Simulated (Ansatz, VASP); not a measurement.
## Ti in VASP and in Ansatz

```
Ti
1.0
     2.95000    0.00000    0.00000
    -1.47500    2.55477    0.00000
     0.00000    0.00000    4.68000
Ti
2
Direct
  0.33333 0.66667 0.25000
  0.66275 0.32550 0.75000
```

Alike in both runs: task single point; functional r2SCAN; k mesh 11 × 11 × 6; occupations fermi-dirac, width 0.05 eV; no spin polarisation.

|  | VASP | Ansatz |
| --- | --- | --- |
| version | VASP 6.6.1 | Ansatz 0.2.0 |
| potentials or method | VASP PAW PBE potentials, release 64 (Ti_sv) | plane waves, PAW |
| plane-wave cutoff (eV) | 520 | 500 |
| valence electrons in the cell | 24 | 24 |

|  | VASP | Ansatz | Ansatz less VASP |
| --- | --- | --- | --- |
| rms of the force components (eV/Å) | 0.022 | 0.022 | -0.0002 |

VASP's potentials were made for PBE, not for r2SCAN. Atom by atom the forces differ by 0.000 eV/Å (rms over components).
